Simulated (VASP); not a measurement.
A run of VASP 6.6.1:

File INCAR:

```
SYSTEM = PbI2
  PREC = Accurate
  ENCUT = 500
  EDIFF = 1E-6
  ISMEAR = 0
  SIGMA = 0.01
  LREAL = .False.
  LASPH = .True.
  NELM = 120
  ALGO = Normal
  ISIF = 2
  LWAVE = .False.
  LCHARG = .False.
  GGA = PS
  IVDW = 12
  NBANDS = 21
  GGA_COMPAT = .False.
```

The input KPOINTS:

```
regular mesh
0
Gamma
  6 6 4
  0 0 0
```

Contents of POSCAR:

```
PbI2
1.0
    4.5640816926      0.0000000000      0.0000000000
   -2.2820408463      3.9526106907      0.0000000000
    0.0000000000      0.0000000000      7.0475121411
Pb I
1 2
Direct
    0.0000000000      0.0000000000      0.0000000000
    0.3333333333      0.6666666667      0.2667068022
    0.6666666667      0.3333333333      0.7332931978
```

Potentials or basis: VASP PAW PBE potentials, release 64 (Pb_d, I).

Command:

```sh
$ cat potpaw_PBE.64/Pb_d/POTCAR potpaw_PBE.64/I/POTCAR > POTCAR
$ mpirun -np 1 vasp_std > vasp.out
```

Hardware: 1 thread of Intel Xeon 8259CL (shared host).

Q: Estimate the wall time of this run.

A: Wall time 94 s on 1 thread of Intel Xeon 8259CL, with other jobs on the host, peak memory 0.28 GiB. Counts: scf iterations 12, k points 24.
